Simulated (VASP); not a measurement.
# Ca3CrSe4 (Pm-3m) in VASP: a series of runs, part 2 of 2

VASP 6.6.1. The steps go on from the part before.

## Step 3: Relaxation of cell and atoms, PBE, collinear spin, ferromagnetic start

This run uses another cell than the first one, of 27.93 Å³/atom.

Input file INCAR:

```
SYSTEM = Ca3CrSe4
PREC     = Accurate       ! precision mode
ENCUT    = 600            ! plane-wave cutoff, eV
EDIFF    = 1E-6           ! SCF threshold, eV
ISMEAR   = 0              ! smearing method
SIGMA    = 0.15           ! smearing width, eV
LREAL    = .FALSE.        ! projectors in reciprocal space
LASPH    = .TRUE.         ! aspherical terms in the spheres
NELM     = 150            ! most SCF steps
ALGO     = Normal         ! electronic algorithm
ISIF     = 3              ! what is computed and relaxed
LWAVE    = .FALSE.        ! write WAVECAR
LCHARG   = .FALSE.        ! write CHGCAR
ISPIN    = 2              ! spin polarisation
MAGMOM   = 0 0 0 3 0 0 0 0 ! initial moments
LORBIT   = 11             ! projections on sites
LMAXMIX  = 4              ! l up to which the mixer works
GGA      = PE             ! functional
IBRION   = 2              ! ionic algorithm
NSW      = 36             ! ionic steps
EDIFFG   = -0.08          ! ionic threshold
```

Input file KPOINTS:

```
Automatic mesh
0
G
  2 2 2
  0 0 0
```

Input file POSCAR:

```
Ca3CrSe4
1.0
    6.0681683200      0.0000000000      0.0000000000
    0.0000000000      6.0681683200      0.0000000000
    0.0000000000      0.0000000000      6.0681683200
Ca Cr Se
3 1 4
Direct
    0.0000000000      0.5000000000      0.5000000000
    0.5000000000      0.0000000000      0.5000000000
    0.5000000000      0.5000000000      0.0000000000
    0.5000000000      0.5000000000      0.5000000000
    0.5000000000      0.0000000000      0.0000000000
    0.0000000000      0.5000000000      0.0000000000
    0.0000000000      0.0000000000      0.5000000000
    0.0000000000      0.0000000000      0.0000000000
```

Potentials or basis: VASP PAW PBE potentials, release 64 (Ca_sv, Cr_pv, Se).

The run is started by

```console
$ cat potpaw_PBE.64/Ca_sv/POTCAR potpaw_PBE.64/Cr_pv/POTCAR potpaw_PBE.64/Se/POTCAR > POTCAR
$ mpirun -np 1 vasp_std > vasp.out
```

OUTCAR:

```text
SYSTEM = Ca3CrSe4
   PREC = Accurate
   ENCUT = 600
   EDIFF = 1E-6
   ISMEAR = 0
   LREAL = .FALSE.
   LASPH = .TRUE.
   NELM = 150
   ISIF = 3
   ISPIN = 2
   LORBIT = 11
   GGA = PE
   IBRION = 2
   NSW = 36
   EDIFFG = -0.08

 ion  position               nearest neighbor table
   1  0.000  0.500  0.500-   4 3.03   4 3.03
   2  0.500  0.000  0.500-   4 3.03   4 3.03
   3  0.500  0.500  0.000-   4 3.03   4 3.03
   4  0.500  0.500  0.500-   1 3.03   2 3.03   3 3.03   3 3.03   2 3.03   1 3.03
   5  0.500  0.000  0.000-
   6  0.000  0.500  0.000-
   7  0.000  0.000  0.500-
   8  0.000  0.000  0.000-

  LATTYP: Found a simple cubic cell.
 ALAT       =     6.0681683200

  Lattice vectors:

[... 624 lines left out ...]
      3.00790      3.00790      3.00790        -0.000000     -0.000000      0.000000
      3.00790      0.00000      0.00000         0.000000      0.000000      0.000000
      0.00000      3.00790     -0.00000         0.000000      0.000000      0.000000
     -0.00000     -0.00000      3.00790         0.000000      0.000000      0.000000
      0.00000      0.00000      0.00000         0.000000      0.000000      0.000000
 -----------------------------------------------------------------------------------
    total drift:                                0.000000     -0.000000     -0.000000

  FREE ENERGIE OF THE ION-ELECTRON SYSTEM (eV)
  ---------------------------------------------------
  free  energy   TOTEN  =       -33.9109885500 eV

  energy  without entropy=      -33.8837377819  energy(sigma->0) =      -33.89736317

 reached required accuracy - stopping structural energy minimisation

 total charge

# of ion       s       p       d       tot
------------------------------------------
    1        2.040   5.849   0.224   8.114
    2        2.040   5.849   0.224   8.114
    3        2.040   5.849   0.224   8.114
    4        0.461   6.014   4.194  10.669
    5        1.466   2.316   0.016   3.798
    6        1.466   2.316   0.016   3.798
    7        1.466   2.316   0.016   3.798
    8        1.537   2.072   0.033   3.641
--------------------------------------------------
tot         12.516  32.582   4.949  50.046

 magnetization (x)

# of ion       s       p       d       tot
------------------------------------------
    1        0.004   0.005   0.018   0.027
    2        0.004   0.005   0.018   0.027
    3        0.004   0.005   0.018   0.027
    4        0.066   0.023   4.116   4.205
    5        0.001   0.007   0.000   0.009
    6        0.001   0.007   0.000   0.009
    7        0.001   0.007   0.000   0.009
    8        0.000   0.009  -0.000   0.009
--------------------------------------------------
tot          0.079   0.071   4.171   4.321
```

CONTCAR:

```text
Ca3CrSe4
   1.00000000000000
     6.0157924250162926    0.0000000000000000    0.0000000000000000
     0.0000000000000000    6.0157924250162926   -0.0000000000000000
    -0.0000000000000000   -0.0000000000000000    6.0157924250162926
  Ca              Cr              Se
     3     1     4
Direct
     0.0000000000000000    0.5000000000000000    0.5000000000000000
     0.5000000000000000    0.0000000000000000    0.5000000000000000
     0.5000000000000000    0.5000000000000000    0.0000000000000000
     0.5000000000000000    0.5000000000000000    0.5000000000000000
     0.5000000000000000    0.0000000000000000    0.0000000000000000
     0.0000000000000000    0.5000000000000000    0.0000000000000000
     0.0000000000000000    0.0000000000000000    0.5000000000000000
     0.0000000000000000    0.0000000000000000    0.0000000000000000

  0.00000000E+00  0.00000000E+00  0.00000000E+00
  0.00000000E+00  0.00000000E+00  0.00000000E+00
  0.00000000E+00  0.00000000E+00  0.00000000E+00
  0.00000000E+00  0.00000000E+00  0.00000000E+00
  0.00000000E+00  0.00000000E+00  0.00000000E+00
  0.00000000E+00  0.00000000E+00  0.00000000E+00
  0.00000000E+00  0.00000000E+00  0.00000000E+00
  0.00000000E+00  0.00000000E+00  0.00000000E+00
```

It took 3.1 min on 1 thread of AMD EPYC 7R13, shared host; peak memory 0.42 GiB.

Results:

- Free energy: -33.9110 eV
- Relaxed volume: 27.21 Å³/atom
- Relaxed cell: a = 6.016 Å, b = 6.016 Å, c = 6.016 Å, α = 90.00°, β = 90.00°, γ = 90.00°
- Space group after relaxing (to 0.1 Å): Pm-3m (No. 221)
- Energy gained by relaxing: 2.4 meV/atom
- Ionic steps: 2
- Pressure after relaxing: 0.0 GPa
- Net moment: 5.10 μB per cell
- Site moments: Ca +0.03; Cr +4.21; Se +0.01 μB
- Valence electrons inside the program's atomic spheres: Ca 8.11; Cr 10.67; Se 3.80, 3.64 (each value once)

The path:
| step | energy change (eV) | largest force (eV/Å) | pressure (GPa) | volume (Å³) |
| --- | --- | --- | --- | --- |
| 1 | 0.0000 | 0.0000 | -1.03 | 223.45 |
| 2 | -0.0191 | 0.0000 | -0.01 | 217.71 |

Final structure:
```xyz
8
Lattice="6.0158 0.0000 0.0000 0.0000 6.0158 0.0000 0.0000 0.0000 6.0158" Properties=species:S:1:pos:R:3 pbc="T T T"
Ca    0.0000    3.0079    3.0079
Ca    3.0079    0.0000    3.0079
Ca    3.0079    3.0079    0.0000
Cr    3.0079    3.0079    3.0079
Se    3.0079    0.0000    0.0000
Se    0.0000    3.0079    0.0000
Se    0.0000    0.0000    3.0079
Se    0.0000    0.0000    0.0000
```

Caveat: the k points lie up to 0.52 Å⁻¹ apart in the final cell; a cell with one magnetic atom can't hold antiferromagnetic order, which such compounds often take. With open d or f shells a metallic result of PBE can be an artefact of self-interaction; +U or a hybrid may open a gap.
